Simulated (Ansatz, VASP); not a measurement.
# Al2Au in VASP and in Ansatz

```
Au Al
1.0
     0.00000    3.03948    3.03948
     3.03948    0.00000    3.03948
     3.03948    3.03948    0.00000
Au Al
1 2
Direct
  0.00000 0.00000 0.00000
  0.75000 0.75000 0.75000
  0.25000 0.25000 0.25000
```

Change from the starting cell: volume scaled by 1.04.

Alike in both runs: task single point; functional LDA; k mesh 8 × 8 × 8; occupations fermi-dirac, width 0.05 eV; no spin polarisation.

|  | VASP | Ansatz |
| --- | --- | --- |
| version | VASP 6.6.1 | Ansatz 0.2.0 |
| potentials or method | VASP PAW LDA potentials, release 64 (Au, Al), cutoff 520 eV | all-electron LAPW, scalar-relativistic |

```csv
,VASP,Ansatz,Ansatz less VASP
gap on the k mesh at the Fermi level (eV),none,none,-
pressure (GPa),-6.3,-6.4,-0.16
```

LDA's correlation is that of Perdew and Zunger in VASP and of Perdew and Wang (1992) in Ansatz. A gap of «none» marks a metal or a gap that the smearing closes. Ansatz ran all-electron here, and VASP with PAW potentials.

Spin-orbit coupling is off throughout.
